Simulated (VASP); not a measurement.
Set up this calculation in VASP 6.6.1, as the native input.

| Property | Result |
| --- | --- |
| Task | single point |
| Functional | PBE |
| Dispersion | D3(BJ) |
| Potentials or basis | VASP PAW PBE potentials, release 64 (Sr_sv, Ti_sv, O) |
| Cutoff | 600 eV |
| k mesh | 8 × 8 × 8 |
| Occupations | gaussian, width 0.05 eV |
| Spin | no spin polarisation |
| Dipole correction | no |
| Further INCAR settings | ALGO = Normal; EDIFF = 1e-06; NBANDS = 28; ISYM = 0 |

The structure of SrTiO3 lies in POSCAR:

```
SrTiO3
1.0
    3.8183114612      0.0000000000      0.0000000000
    0.0000000000      3.8183114612      0.0000000000
    0.0000000000      0.0000000000      3.9364035682
Sr Ti O
1 1 3
Direct
    0.0000000000      0.0000000000      0.0000000000
    0.5000000000      0.5000000000      0.5000000000
    0.0000000000      0.5000000000      0.5000000000
    0.5000000000      0.0000000000      0.5000000000
    0.5000000000      0.5000000000      0.0000000000
```

One way to write it, as run:

INCAR

```
PREC = Accurate
ENCUT = 600
EDIFF = 1E-6
ISMEAR = 0
SIGMA = 0.05
LREAL = False
LASPH = True
NELM = 120
ALGO = Normal
ISIF = 2
LWAVE = False
LCHARG = False
GGA = PE
IVDW = 12
ISYM = 0
NBANDS = 28
GGA_COMPAT = False
```

KPOINTS

```
Automatic mesh
0
Gamma
  8 8 8
```

Potentials or basis: VASP PAW PBE potentials, release 64 (Sr_sv, Ti_sv, O).

The run is started by

```sh
$ cat potpaw_PBE.64/Sr_sv/POTCAR potpaw_PBE.64/Ti_sv/POTCAR potpaw_PBE.64/O/POTCAR > POTCAR
$ mpirun -np 1 vasp_std > vasp.out
```

It gave:

```yaml
Pressure: 8.7 GPa
Band_gap_on_the_k_mesh: 1.86 eV (least direct gap 2.23 eV)
Dispersion_energy_per_atom: -0.276 eV
```

Caveat: the stress differs along the axes, from 3 to 12 GPa.

Wall time 9.9 min on 1 thread of Oxide Virtual Turin-like Processor, with other jobs on the host, peak memory 0.55 GiB.
